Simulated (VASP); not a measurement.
Mg3CdTe4:

```
Mg Cd Te
1.0
     4.21789    0.00000    0.00000
    -2.10895    3.65280    0.00000
     0.00000    0.00000   13.84174
Mg Cd Te
3 1 4
Direct
  0.33333 0.66667 0.00018
  0.66667 0.33333 0.25018
  0.66667 0.33333 0.75018
  0.33333 0.66667 0.50018
  0.33333 0.66667 0.18732
  0.33333 0.66667 0.68732
  0.66667 0.33333 0.43732
  0.66667 0.33333 0.93732
```

```yaml
Program: VASP 6.6.1
Task: relaxation of cell and atoms
Functional: PBE
Potentials_or_basis: VASP PAW PBE potentials, release 64 (Mg, Cd, Te)
Cutoff: 600 eV
k_mesh: 6 × 6 × 2
Occupations: gaussian, width 0.1 eV
Spin: no spin polarisation
```

At the start: pressure 16.9 GPa; volume 26.66 Å³/atom.

Q: Where does the relaxation end?

A: Over 11 steps the energy falls by 347.3 meV/atom and the volume is 34.96 Å³/atom (+31.2 %); space group P3m1 (No. 156, to 0.1 Å) before and after.

Step by step:
| step | energy change (eV) | largest force (eV/Å) | pressure (GPa) | volume (Å³) |
| --- | --- | --- | --- | --- |
| 1 | 0.0000 | 0.8056 | 16.91 | 213.26 |
| 2 | -2.4341 | 0.1461 | -3.00 | 312.43 |
| 3 | -2.7720 | 0.1421 | 0.17 | 278.40 |
| 4 | -2.7727 | 0.1427 | -0.03 | 280.01 |
| 5 | -2.7741 | 0.1176 | -0.03 | 279.98 |
| 6 | -2.7767 | 0.0781 | -0.03 | 279.91 |
| 7 | -2.7752 | 0.1224 | -0.02 | 279.76 |
| 8 | -2.7772 | 0.0861 | -0.03 | 279.86 |
| 9 | -2.7782 | 0.0416 | 0.03 | 279.40 |
| 10 | -2.7783 | 0.0417 | 0.03 | 279.35 |
| 11 | -2.7786 | 0.0292 | -0.02 | 279.72 |

Final structure:
```
CELL_PARAMETERS angstrom
4.62913 0.00000 0.00000
-2.31456 4.00894 0.00000
0.00000 0.00000 15.07277
ATOMIC_POSITIONS crystal
Mg 0.33333 0.66667 0.99961
Mg 0.66667 0.33333 0.24701
Mg 0.66667 0.33333 0.75077
Cd 0.33333 0.66667 0.50120
Te 0.33333 0.66667 0.18698
Te 0.33333 0.66667 0.69149
Te 0.66667 0.33333 0.43446
Te 0.66667 0.33333 0.93847
```

Caveat: the volume moved by over 15 % at a fixed basis, so the end points are rough.
